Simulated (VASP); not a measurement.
Set up this calculation in VASP 6.6.1, as the native input.

```yaml
Task: single point
Functional: PBE
Potentials_or_basis: VASP PAW PBE potentials, release 64 (B, N)
Cutoff: 520 eV
k_mesh: 15 × 15 × 15
Occupations: fermi-dirac, width 0.08 eV
Spin: no spin polarisation
Dipole_correction: no
Further_INCAR_settings: ALGO = Normal; EDIFF = 1e-06; NBANDS = 11
```

The structure of BN (rocksalt type) lies in POSCAR:

```
BN
1.0
    0.0000000000      1.5700486125      1.5700486125
    1.5700486125      0.0000000000      1.5700486125
    1.5700486125      1.5700486125      0.0000000000
B N
1 1
Direct
    0.0000000000      0.0000000000      0.0000000000
    0.5000000000      0.5000000000      0.5000000000
```

This cell differs from its parent crystal: volume scaled by 0.72.

The input as run:

INCAR

```
SYSTEM = BN
ALGO = Normal ; EDIFF = 1E-6
ENCUT = 520 ; GGA = PE
ISIF = 2 ; ISMEAR = -1
LASPH = .True. ; LCHARG = .False.
LREAL = .False. ; LWAVE = .False.
NBANDS = 11 ; NELM = 100
PREC = Accurate ; SIGMA = 0.08
```

KPOINTS

```
k-points
0
Gamma
  15 15 15
  0 0 0
```

Potentials or basis: VASP PAW PBE potentials, release 64 (B, N).

Run with:

```sh
$ cat potpaw_PBE.64/B/POTCAR potpaw_PBE.64/N/POTCAR > POTCAR
$ mpirun -np 1 vasp_std > vasp.out
```

It gave:

```yaml
Pressure: 233.7 GPa
Band_gap_on_the_k_mesh: 4.02 eV, indirect (least direct gap 7.10 eV)
```

Wall time 6.4 s on 1 thread of Intel(R) Xeon(R) Platinum 8488C (Sapphire Rapids) (shared host), peak memory 0.12 GiB.
